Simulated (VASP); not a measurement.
# Cl (Pmmm) in VASP: a series of runs

The runs below take Cl through single point, relaxation of cell and atoms, with PBE.

Program: VASP 6.6.1. These are calculated values, not measurements. Logs are shortened: lines on timing, memory, paths and dates and some standing lists are left out, and cuts for length are marked.

**1. The cell of the first run**

The structure is orthorhombic, space group Pmmm (No. 47). The conventional cell has a = 2.319 Å, b = 3.640 Å, c = 3.653 Å, α = 90.00°, β = 90.00°, γ = 90.00°. Cl (site symmetry mmm) has 2 Cl at 2.32 Å within 3.1 Å.

The cell was generated, and may not be a known phase.

**2. Single point, PBE**

INCAR

```
SYSTEM = Cl
ALGO     = Normal         ! electronic algorithm
EDIFF    = 1E-6           ! SCF threshold, eV
ENCUT    = 500            ! plane-wave cutoff, eV
GGA      = PE             ! functional
GGA_COMPAT= .FALSE.      
ISIF     = 2              ! what is computed and relaxed
ISMEAR   = 0              ! smearing method
LASPH    = .TRUE.         ! aspherical terms in the spheres
LCHARG   = .FALSE.        ! write CHGCAR
LREAL    = .FALSE.        ! projectors in reciprocal space
LWAVE    = .FALSE.        ! write WAVECAR
NBANDS   = 10             ! bands
NELM     = 120            ! most SCF steps
PREC     = Accurate       ! precision mode
SIGMA    = 0.1            ! smearing width, eV
```

KPOINTS

```
k-points
0
G
  24 16 12
  0 0 0
```

POSCAR

```
Cl
1.0
    2.3194254955      0.0000000000      0.0000000000
    0.0000000000      3.6400388059      0.0000000000
    0.0000000000      0.0000000000      3.6526274364
Cl
1
Direct
    0.0000000000      0.0000000000      0.5000000000
```

Potentials or basis: VASP PAW PBE potentials, release 64 (Cl).

On the command line:

```console
$ cat potpaw_PBE.64/Cl/POTCAR > POTCAR
$ mpirun -np 1 vasp_std > vasp.out
```

OUTCAR:

```text
SYSTEM = Cl
   EDIFF = 1E-6
   ENCUT = 500
   GGA = PE
   ISIF = 2
   ISMEAR = 0
   LASPH = .TRUE.
   LREAL = .FALSE.
   NELM = 120
   PREC = Accurate

 ion  position               nearest neighbor table
   1  0.000  0.000  0.500-

  LATTYP: Found a simple orthorhombic cell.
 ALAT       =     2.3194254955
 B/A-ratio  =     1.5693708692
 C/A-ratio  =     1.5747983470

  Lattice vectors:

 A1 = (   2.3194254955,   0.0000000000,   0.0000000000)
 A2 = (   0.0000000000,   3.6400388059,   0.0000000000)
 A3 = (   0.0000000000,   0.0000000000,   3.6526274364)

Analysis of symmetry for initial positions (statically):
=====================================================================
 Subroutine PRICEL returns:
 Original cell was already a primitive cell.

 Routine SETGRP: Setting up the symmetry group for a
 simple orthorhombic supercell.

 Subroutine GETGRP returns: Found  8 space group operations
 (whereof  8 operations were pure point group operations)
 out of a pool of  8 trial point group operations.

The static configuration has the point symmetry D_2h.

Analysis of symmetry for dynamics (positions and initial velocities):
=====================================================================
 Subroutine PRICEL returns:
 Original cell was already a primitive cell.

 Routine SETGRP: Setting up the symmetry group for a
 simple orthorhombic supercell.

 Subroutine GETGRP returns: Found  8 space group operations
 (whereof  8 operations were pure point group operations)
 out of a pool of  8 trial point group operations.

The dynamic configuration has the point symmetry D_2h.

 Subroutine INISYM returns: Found  8 space group operations
 (whereof  8 operations are pure point group operations),
 and found     1 'primitive' translations

----------------------------------------------------------------------------------------

                                     Primitive cell

  volume of cell :      30.8384

  direct lattice vectors                    reciprocal lattice vectors
     2.319425495  0.000000000  0.000000000     0.431141247  0.000000000  0.000000000
     0.000000000  3.640038806  0.000000000     0.000000000  0.274722346  0.000000000
     0.000000000  0.000000000  3.652627436     0.000000000  0.000000000  0.273775527

  length of vectors
     2.319425495  3.640038806  3.652627436     0.431141247  0.274722346  0.273775527

  position of ions in fractional coordinates (direct lattice)
     0.000000000  0.000000000  0.500000000

  ion indices of the primitive-cell ions
   primitive index   ion index
                 1           1

----------------------------------------------------------------------------------------

 KPOINTS: k-points

Automatic generation of k-mesh.
 Grid dimensions read from file:
 generate k-points for:   24   16   12

 Generating k-lattice:

  Cartesian coordinates                     Fractional coordinates (reciprocal lattice)
     0.017964219  0.000000000  0.000000000     0.041666667  0.000000000  0.000000000
     0.000000000  0.017170147  0.000000000     0.000000000  0.062500000  0.000000000
     0.000000000  0.000000000  0.022814627     0.000000000  0.000000000  0.083333333

  Length of vectors
     0.017964219  0.017170147  0.022814627

  Shift w.r.t. Gamma in fractional coordinates (k-lattice)
     0.000000000  0.000000000  0.000000000

 Subroutine IBZKPT returns following result:
 ===========================================

 Found    819 irreducible k-points:

 Following reciprocal coordinates:
            Coordinates               Weight
  0.000000  0.000000  0.000000      1.000000
  0.041667  0.000000  0.000000      2.000000
  0.083333  0.000000  0.000000      2.000000
  0.125000  0.000000  0.000000      2.000000
  0.166667  0.000000  0.000000      2.000000
  0.208333  0.000000  0.000000      2.000000
[... 16 lines left out ...]
  0.375000  0.062500  0.000000      4.000000
  0.416667  0.062500  0.000000      4.000000
 [... further k-points ...]
   k-points           NKPTS =    819   k-points in BZ     NKDIM =    819   number of bands    NBANDS=     10
   number of dos      NEDOS =    301   number of ions     NIONS =      1
   total plane-waves  NPLWV =  14112
   dimension x,y,z NGX =    18 NGY =   28 NGZ =   28
   dimension x,y,z NGXF=    36 NGYF=   56 NGZF=   56
   ions per type =               1
   NGX,Y,Z   is equivalent  to a cutoff of  12.90, 12.79, 12.74 a.u.
   NGXF,Y,Z  is equivalent  to a cutoff of  25.80, 25.58, 25.49 a.u.
 SYSTEM =  Cl
   PREC   = accura    normal or accurate (medium, high low for compatibility)
   ISTART =      0    job   : 0-new  1-cont  2-samecut
   ICHARG =      2    charge: 1-file 2-atom 10-const
   ISPIN  =      1    spin polarized calculation?
   LNONCOLLINEAR =      F non collinear calculations
   LSORBIT =      F    spin-orbit coupling
   LASPH  =      T    aspherical Exc in radial PAW
   ENCUT  =  500.0 eV  36.75 Ry    6.06 a.u.   4.23  6.64  6.66*2*pi/ulx,y,z
   NELM   =    120;   NELMIN=  2; NELMDL= -5     # of ELM steps
   EDIFF  = 0.1E-05   stopping-criterion for ELM
   LREAL  =      F    real-space projection
   EDIFFG = 0.1E-04   stopping-criterion for IOM
   NSW    =      0    number of steps for IOM
   IBRION =     -1    ionic relax: 0-MD 1-quasi-New 2-CG
   NFREE  =      0    steps in history (QN), initial steepest desc. (CG)
   ISIF   =      2    stress and relaxation
   ISYM   =      2    0-nonsym 1-usesym 2-fastsym
   POTIM  = 0.5000    time-step for ionic-motion
   TEBEG  =    0.0;   TEEND  =   0.0 temperature during run
   PSTRESS=    0.0 pullay stress
   NELECT =       7.0000    total number of electrons
   NUPDOWN=      -1.0000    fix difference up-down
   EMIN   =  10.00;   EMAX   =-10.00  energy-range for DOS
   EFERMI =   0.00;   METHOD = LEGACY
   ISMEAR =     0;   SIGMA  =   0.10  broadening in eV -4-tet -1-fermi 0-gaus
   EFERMI_NEDOS =   21; number of points for ismear=-14 and -15
   IALGO  =     38    algorithm
   IMIX   =      4    mixing-type and parameters
     AMIX     =   0.40;   BMIX     =  1.00
     AMIX_MAG =   1.60;   BMIX_MAG =  1.00
  volume/ion in A,a.u.               =      30.84       208.11
  Fermi-wavevector in a.u.,A,eV,Ry     =   0.998643  1.887162 13.568923  0.997288
  Thomas-Fermi vector in A             =   2.130880
   LORBIT       =      0    0 simple, 1 ext, 2 COOP (PROOUT), +10 PAW based schemes
   GGA     = PE    functional components
   LHFCALC =     F    Hartree Fock is set to
   AEXX    =    0.0000 exact exchange contribution
   IVDW    =     0    specifies the selected vdW correction
   LEPSILON=     F    determine dielectric tensor
   LRPA    =     F    only Hartree local field effects (RPA)
 non-spin polarized calculation
 Gauss-broadening in eV      SIGMA  =   0.10
  energy-cutoff  :      500.00
  volume of cell :       30.84
 maximum number of plane-waves:       799
 NGX is ok and might be reduce to    18
   NGX =  9   NGY = 13   NGZ = 13

 number of electron       6.9999999 magnetization

 Free energy of the ion-electron system (eV)
  ---------------------------------------------------
  ext. energy  EPLUGINS =         0.00000000
  ---------------------------------------------------
  free energy    TOTEN  =        -1.64053317 eV

  energy without entropy =       -1.63538970  energy(sigma->0) =       -1.63796143

 E-fermi :  -1.0344     XC(G=0):  -7.3810

 val. band max:       -1.0372193061   @ k =   0.4167   0.1250   0.5000
 cond. band min:      -1.0287835259   @ k =   0.4167   0.0625   0.0000
 fundamental gap:      0.0084357802
 Fermi energy:        -1.0343721406

 k-point     1 :       0.0000    0.0000    0.0000
  band No.  band energies     occupation
      1     -16.9516      2.00000
      2      -3.2555      2.00000
      3      -3.2394      2.00000
      4       3.4680      0.00000
      5       4.9021      0.00000
      6       8.1904      0.00000
      7      13.3500      0.00000
      8      14.0885      0.00000
      9      17.2476      0.00000
     10      17.2958      0.00000

 k-point     2 :       0.0417    0.0000    0.0000
  band No.  band energies     occupation
      1     -16.9125      2.00000
      2      -3.2241      2.00000
      3      -3.2081      2.00000
      4       3.1599      0.00000
      5       4.9557      0.00000
      6       8.2354      0.00000
      7      13.6888      0.00000
      8      14.1272      0.00000
      9      17.2535      0.00000
     10      17.3019      0.00000

 k-point     3 :       0.0833    0.0000    0.0000
  band No.  band energies     occupation
      1     -16.7957      2.00000
      2      -3.1308      2.00000
      3      -3.1149      2.00000
      4       2.3532      0.00000
      5       5.1058      0.00000
      6       8.3700      0.00000
      7      14.2430      0.00000
      8      14.5890      0.00000
      9      17.2414      0.00000
     10      17.2900      0.00000

 k-point     4 :       0.1250    0.0000    0.0000
  band No.  band energies     occupation
      1     -16.6024      2.00000
      2      -2.9779      2.00000
      3      -2.9622      2.00000
      4       1.2553      0.00000
      5       5.3460      0.00000
      6       8.5935      0.00000
      7      14.4338      0.00000
      8      15.8157      0.00000
      9      17.0862      0.00000
     10      17.1333      0.00000
[... 222 lines left out ...]
 k-point    22 :       0.3333    0.0625    0.0000
  band No.  band energies     occupation
      1     -14.6393      2.00000
      2      -4.8556      2.00000
      3      -1.6033      2.00000
      4      -1.5605      2.00000
      5       7.9858      0.00000
      6      10.9587      0.00000
      7      12.2972      0.00000
      8      12.3178      0.00000
      9      16.1169      0.00000
     10      16.6352      0.00000

 k-point    23 :       0.3750    0.0625    0.0000
  band No.  band energies     occupation
      1     -14.1349      2.00000
      2      -5.8607      2.00000
      3      -1.2905      1.99971
      4      -1.2514      1.99786
      5       8.7459      0.00000
      6      11.2561      0.00000
      7      11.4618      0.00000
      8      11.8005      0.00000
      9      15.3713      0.00000
     10      16.5719      0.00000

 k-point    24 :       0.4167    0.0625    0.0000
  band No.  band energies     occupation
      1     -13.6689      2.00000
      2      -6.6880      2.00000
      3      -1.0288      0.93700
      4      -0.9930      0.55865
      5       9.5361      0.00000
      6      10.7762      0.00000
      7      10.8059      0.00000
      8      12.3177      0.00000
      9      14.1344      0.00000
     10      16.9745      0.00000

 [... further k-points ...]

------------------------ aborting loop because EDIFF is reached ----------------------------------------

  FORCE on cell =-STRESS in cart. coord.  units (eV):
  Direction    XX          YY          ZZ          XY          YZ          ZX
  --------------------------------------------------------------------------------------
  -------------------------------------------------------------------------------------
  Total       -0.0561663     -0.0094012     -0.0117426      0.0000000      0.0000000      0.0000000
  in kB       -2.9180609     -0.4884304     -0.6100741      0.0000000      0.0000000      0.0000000
  external PRESSURE =      -1.3388551 kB  Pullay stress =       0.0000000 kB

 VOLUME and BASIS-vectors are now :
 -----------------------------------------------------------------------------
  energy-cutoff  :      500.00
  volume of cell :       30.84
      direct lattice vectors                 reciprocal lattice vectors
     2.319425495  0.000000000  0.000000000     0.431141247  0.000000000  0.000000000
     0.000000000  3.640038806  0.000000000     0.000000000  0.274722346  0.000000000
     0.000000000  0.000000000  3.652627436     0.000000000  0.000000000  0.273775527

 POSITION                                       TOTAL-FORCE (eV/Angst)
 -----------------------------------------------------------------------------------
      0.00000      0.00000      1.82631         0.000000      0.000000      0.000000
 -----------------------------------------------------------------------------------
    total drift:                                0.000000     -0.000000      0.000000

  FREE ENERGIE OF THE ION-ELECTRON SYSTEM (eV)
  ---------------------------------------------------
  free  energy   TOTEN  =        -1.6405331675 eV

  energy  without entropy=       -1.6353896977  energy(sigma->0) =       -1.63796143
```

Run time: 2.6 min. Hardware: 1 thread of Oxide Virtual Turin-like, shared host; peak memory 0.26 GiB.

What came out:

```yaml
Free_energy: -1.6405 eV
Pressure: -0.1 GPa
Band_gap_on_the_k_mesh: zero (an odd number of electrons rules out a gap without spin polarisation)
```

Stress tensor (GPa, compression positive):
```
-0.29  0.00  0.00
 0.00 -0.05  0.00
 0.00  0.00 -0.06
```

Caveat: an odd number of electrons without spin polarisation forces a metal; a magnetic or distorted state may lie lower.

(Part 1 of 2 ends here.)
